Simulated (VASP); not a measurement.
Write the native input for VASP 6.6.1 that does the following.

| Quantity | Value |
| --- | --- |
| Task | single point |
| Functional | r2SCAN |
| Potentials or basis | VASP PAW PBE potentials, release 64 (Ba_sv, Te) |
| Cutoff | 520 eV |
| k mesh | 8 × 8 × 8 |
| Occupations | gaussian, width 0.05 eV |
| Spin | no spin polarisation |
| Dipole correction | no |
| Further INCAR settings | ALGO = Normal; EDIFF = 1e-07; NBANDS = 15 |

Crystal: BaTe.

```
CELL_PARAMETERS angstrom
0.00000 3.41000 3.41000
3.41000 0.00000 3.41000
3.41000 3.41000 0.00000
ATOMIC_POSITIONS crystal
Ba 0.00000 0.00000 0.97067
Te 0.50000 0.50000 0.50000
```

This cell differs from its parent crystal: atom 1 (Ba) moved by (-0.100, -0.100) A along x and y.

These files were run (other wordings do the same):

POSCAR

```
BaTe
1.0
    0.0000000000      3.4100000000      3.4100000000
    3.4100000000      0.0000000000      3.4100000000
    3.4100000000      3.4100000000      0.0000000000
Ba Te
1 1
Direct
    0.0000000000      0.0000000000     -0.0293255132
    0.5000000000      0.5000000000      0.5000000000
```

INCAR.step1

```
SYSTEM = BaTe
ALGO = Normal
EDIFF = 1E-4
ENCUT = 520
GGA = PE
ISMEAR = 0
LASPH = .True.
LCHARG = .False.
LREAL = .False.
LWAVE = .True.
NBANDS = 15
NELM = 100
PREC = Accurate
SIGMA = 0.05
```

INCAR.step2

```
SYSTEM = BaTe
ALGO = Normal
EDIFF = 1E-7
ENCUT = 520
ISIF = 2
ISMEAR = 0
ISTART = 1
LASPH = .True.
LCHARG = .False.
LMIXTAU = .True.
LREAL = .False.
LWAVE = .False.
METAGGA = R2SCAN
NBANDS = 15
NELM = 100
PREC = Accurate
SIGMA = 0.05
```

KPOINTS

```
k-points
0
Gamma
  8 8 8
  0 0 0
```

Potentials or basis: VASP PAW PBE potentials, release 64 (Ba_sv, Te).

Run with:

```sh
$ cat potpaw_PBE.64/Ba_sv/POTCAR potpaw_PBE.64/Te/POTCAR > POTCAR
$ cp INCAR.step1 INCAR
$ mpirun -np 1 vasp_std > vasp.out
$ cp INCAR.step2 INCAR
$ mpirun -np 1 vasp_std > vasp.out
```

It gave:

```
Pressure               : 4.7 GPa
Largest force          : 0.481 eV/Å
Band gap on the k mesh : 1.76 eV, indirect (least direct gap 2.11 eV)
```

Caveat: the cell differs from its parent crystal (atom 1 (Ba) moved by (-0.100, -0.100) A along x and y); the PAW data sets were made with another functional, which shifts forces and pressure a little; spin-orbit coupling is left out, which moves the levels of the heavy elements.

Run time: 7.6 min on 1 thread of Intel(R) Xeon(R) Platinum 8488C (Sapphire Rapids) (shared host), peak memory 0.3 GiB.
